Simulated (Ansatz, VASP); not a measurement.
# Two plane-wave programs on Os

```xyz
1
Lattice="0.0000 1.9013 1.9013 1.9013 0.0000 1.9013 1.9013 1.9013 0.0000" Properties=species:S:1:pos:R:3 pbc="T T T"
Os    0.0000    0.0000    0.0000
```

Change from the starting cell: volume scaled by 1, PAW files.

Alike in both runs: task single point; functional LDA; k mesh 19 × 19 × 19; occupations fermi-dirac, width 0.08 eV; no spin polarisation.

```csv
,VASP,Ansatz
version,VASP 6.6.1,Ansatz 0.2.0
potentials or method,"VASP PAW LDA potentials, release 64 (Os)","PAW with Ansatz's default frozen-core files, scalar-relativistic"
plane-wave cutoff (eV),520,420
valence electrons in the cell,8,16
```

|  | VASP | Ansatz | Ansatz less VASP |
| --- | --- | --- | --- |
| pressure (GPa) | 1.0 | 0.0 | -1.04 |

LDA's correlation is that of Perdew and Zunger in VASP and of Perdew and Wang (1992) in Ansatz. VASP's potentials hold 8 valence electrons a cell and Ansatz's 16, so a difference there can come from the potentials and not from the codes.

Neither program's run includes spin-orbit coupling.
